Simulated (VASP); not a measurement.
A run of VASP 6.6.1 is set up as follows.

File POSCAR:

```
AlN
1.0
    6.2133890049      0.0000000000      0.0000000000
   -3.1066945025      5.3809527219      0.0000000000
    0.0000000000      0.0000000000      9.9571771017
Al N
16 16
Direct
    0.1786762911      0.3450253321     -0.0068352706
    0.3531150748      0.1887924040      0.2464706588
    0.1686379251      0.3322573329      0.5101936973
    0.3485948909      0.1735464049      0.7481037973
    0.1524419902      0.8258515229     -0.0008099685
    0.3215964967      0.6633604093      0.2545504588
    0.1627785832      0.8376825133      0.5071046692
    0.3283184349      0.6685212054      0.7405024461
    0.6618422082      0.3358013150     -0.0002925528
    0.8350539404      0.1747352279      0.2520269525
    0.6904477670      0.3302476516      0.4909303059
    0.8300187830      0.1708000511      0.7475426945
    0.6737187074      0.8399163185      0.0024566200
    0.8254290942      0.6597623476      0.2519613716
    0.6552494754      0.8365598496      0.4985816712
    0.8332565351      0.6654899578      0.7536429174
    0.1757960456      0.3443187658      0.1868289557
    0.3293799253      0.1644032285      0.4441063923
    0.1616629421      0.3291729349      0.6878349084
    0.3356299764      0.1650218922      0.9398707992
    0.1603479068      0.8309030447      0.1864971348
    0.3137000426      0.6523127374      0.4433722485
    0.1697639943      0.8306551332      0.6927945470
    0.3343222423      0.6777699394      0.9348725954
    0.6550391337      0.3067404761      0.1878732276
    0.8486327604      0.1501687604      0.4415452246
    0.6812934229      0.3399516953      0.6823696044
    0.8431374810      0.1532973885      0.9416074359
    0.6584884771      0.8242722487      0.1882264402
    0.8188856705      0.6567547017      0.4441727766
    0.6613466877      0.8292003722      0.7011306446
    0.8156349429      0.6519206136      0.9384551369
```

File INCAR.step1:

```
SYSTEM = AlN
PREC = Accurate
ENCUT = 520
ISMEAR = -1
SIGMA = 0.069
LREAL = Auto
LASPH = .TRUE.
NELM = 60
NBANDS = 86
GGA = PE
ALGO = Normal
EDIFF = 1E-4
LWAVE = .TRUE.
LCHARG = .FALSE.
```

INCAR.step2

```
SYSTEM = AlN
PREC = Accurate
ENCUT = 520
EDIFF = 1E-7
ISMEAR = -1
SIGMA = 0.069
LREAL = Auto
LASPH = .TRUE.
NELM = 60
ALGO = Normal
ISIF = 2
LWAVE = .FALSE.
LCHARG = .TRUE.
METAGGA = R2SCAN
LMIXTAU = .TRUE.
LELF = .TRUE.
LVHAR = .TRUE.
NBANDS = 86
ISTART = 1
```

File KPOINTS:

```
Automatic mesh
0
G
  3 3 2
  0 0 0
```

Potentials or basis: VASP PAW PBE potentials, release 64 (Al, N).

The run is started by

```sh
$ cat potpaw_PBE.64/Al/POTCAR potpaw_PBE.64/N/POTCAR > POTCAR
$ cp INCAR.step1 INCAR
$ mpirun -np 1 vasp_std > vasp.out
$ cp INCAR.step2 INCAR
$ mpirun -np 1 vasp_std > vasp.out
```

(1) Estimate the pressure.

(2) Predict the band gap on the k mesh.

(3) Predict the largest force.

## Answers

(1) 1.1 GPa.

(2) 4.58 eV.

(3) 4.512 eV/Å.

Caveat: the atoms stand as in a frame of molecular dynamics; the PAW data sets were made with another functional, which shifts forces and pressure a little; an odd mesh through Γ misses points on the zone boundary, where band edges can lie.
